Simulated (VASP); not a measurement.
NbFe3Sn:

```xyz
5
Lattice="4.1286 0.0000 0.0000 0.0000 4.1286 0.0000 0.0000 0.0000 4.1286" Properties=species:S:1:pos:R:3 pbc="T T T"
Nb    0.0000    0.0000    0.0000
Fe    0.0000    2.0643    2.0643
Fe    2.0643    0.0000    2.0643
Fe    2.0643    2.0643    0.0000
Sn    2.0643    2.0643    2.0643
```

| Quantity | Value |
| --- | --- |
| Program | VASP 6.6.1 |
| Task | relaxation of cell and atoms |
| Functional | PBE |
| Potentials or basis | VASP PAW PBE potentials, release 64 (Nb_sv, Fe, Sn_d) |
| Cutoff | 600 eV |
| k mesh | 4 × 4 × 4 |
| Occupations | gaussian, width 0.1 eV |
| Spin | collinear spin, ferrimagnetic start |
| Starting moments | [-0.48, 0.72, 0.72, 0.72, 0.0] μB |

At the start: pressure 54.4 GPa; volume 14.07 Å³/atom.

Problem. How do energy, volume and symmetry change on relaxing?

Solution. Over 5 steps the energy falls by 782.4 meV/atom and the volume is 20.22 Å³/atom (+43.7 %); space group Pm-3m (No. 221, to 0.1 Å) before and after; moment 4.97 μB per cell.

The path:
| step | energy change (eV) | largest force (eV/Å) | pressure (GPa) | volume (Å³) |
| --- | --- | --- | --- | --- |
| 1 | 0.0000 | 0.0000 | 54.44 | 70.37 |
| 2 | -1.4542 | 0.0000 | -7.92 | 131.18 |
| 3 | -3.7498 | 0.0000 | 4.50 | 95.37 |
| 4 | -3.7845 | 0.0000 | -2.74 | 105.06 |
| 5 | -3.9119 | 0.0000 | -0.01 | 101.09 |

Final structure:
```yaml
crystal:
  lattice:
    - [4.65841, 0.00000, 0.00000]
    - [0.00000, 4.65841, 0.00000]
    - [0.00000, 0.00000, 4.65841]
  atoms:
    - { symbol: Nb, position: [0.00000, 0.00000, 0.00000] }
    - { symbol: Fe, position: [0.00000, 0.50000, 0.50000] }
    - { symbol: Fe, position: [0.50000, 0.00000, 0.50000] }
    - { symbol: Fe, position: [0.50000, 0.50000, 0.00000] }
    - { symbol: Sn, position: [0.50000, 0.50000, 0.50000] }
```

Caveat: the k points lie up to 0.34 Å⁻¹ apart in the final cell; the volume moved by over 15 % at a fixed basis, so the end points are rough; the highest band is partly filled, so the run has too few bands.
